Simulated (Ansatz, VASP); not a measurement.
**Two plane-wave programs on Ga3B2As**

```
CELL_PARAMETERS angstrom
3.15873 0.00000 0.00000
0.00000 3.15873 0.00000
0.00000 0.00000 8.94816
ATOMIC_POSITIONS crystal
Ga 0.50000 0.50000 0.21279
Ga 0.50000 0.50000 0.50000
Ga 0.50000 0.50000 0.78721
B 0.00000 0.00000 0.40780
B 0.00000 0.00000 0.59220
As 0.00000 0.00000 0.00000
```

Change from the starting cell: species swapped into the Pr3MgAl2 type (P4/mmm, No. 123).

Alike in both runs: functional PBE; k mesh 12 × 12 × 6; occupations gaussian, width 0.1 eV; no spin polarisation.

Ansatz relaxed the structure, and its values are those at the end. VASP's run is a single point on that final structure, the one shown.

|  | VASP | Ansatz |
| --- | --- | --- |
| version | VASP 6.6.1 | Ansatz 0.2.0 |
| potentials or method | VASP PAW PBE potentials, release 64 (Ga_d, B, As), cutoff 520 eV | scalar-relativistic, plane waves, PAW |
| valence electrons in the cell | 50 | 60 |

Ansatz gave:

| Property | Result |
| --- | --- |
| gap on the k mesh at the Fermi level (eV) | none |
| pressure (GPa) | 0.0 |
| rms of the force components (eV/Å) | 0.001 |

Q: Estimate VASP's values.

A: gap on the k mesh at the Fermi level (eV): none; pressure (GPa): 0.1; rms of the force components (eV/Å): 0.007.

A gap of «none» marks a metal or a gap that the smearing closes. VASP's potentials hold 50 valence electrons a cell and Ansatz's 60, so a difference there can come from the potentials and not from the codes.
